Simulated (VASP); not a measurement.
Wanted: the native input for a VASP 6.6.1 run.

- Task: single point
- Functional: LDA
- Potentials or basis: VASP PAW LDA potentials, release 64 (K_sv, Ir)
- Cutoff: 520 eV
- k mesh: 10 × 10 × 10
- Occupations: fermi-dirac, width 0.05 eV
- Spin: non-collinear spin, zero start, spin-orbit coupling
- Starting moments: [[0.0, 0.0, 0.0], [0.0, 0.0, 0.0]] μB
- Dipole correction: no
- Further INCAR settings: ALGO = Normal; EDIFF = 1e-06; NBANDS = 30

The structure of KIr (CsCl type) lies in POSCAR:

```
KIr
1.0
    3.4746618312      0.0000000000      0.0000000000
    0.0000000000      3.4746618312      0.0000000000
    0.0000000000      0.0000000000      3.4746618312
K Ir
1 1
Direct
    0.0000000000      0.0000000000      0.0000000000
    0.5000000000      0.5000000000      0.5000000000
```

The input as run:

INCAR

```
SYSTEM = KIr
PREC = Accurate ; ENCUT = 520
EDIFF = 1E-6 ; ISMEAR = -1
SIGMA = 0.05 ; LREAL = .False.
LASPH = .True. ; NELM = 150
ALGO = Normal ; ISIF = 2
LWAVE = .False. ; LCHARG = .True.
MAGMOM = 0 0 0 0 0 0 ; LORBIT = 11
LSORBIT = .True. ; GGA_COMPAT = .False.
LORBMOM = .True. ; LMAXMIX = 4
LVHAR = .True. ; NBANDS = 30
```

KPOINTS

```
regular mesh
0
Gamma
  10 10 10
  0 0 0
```

Potentials or basis: VASP PAW LDA potentials, release 64 (K_sv, Ir).

The run is started by

```console
$ cat potpaw_LDA.64/K_sv/POTCAR potpaw_LDA.64/Ir/POTCAR > POTCAR
$ mpirun -np 1 vasp_ncl > vasp.out
```

It gave:

```yaml
Pressure: 0.4 GPa
Net_moment: 0.00 μB per cell
Valence_electrons_inside_the_program's_atomic_spheres: K 7.68; Ir 7.85
```

Wall time 2.1 min on 1 thread of Intel Xeon 6975P-C, on a shared host, peak memory 0.27 GiB.
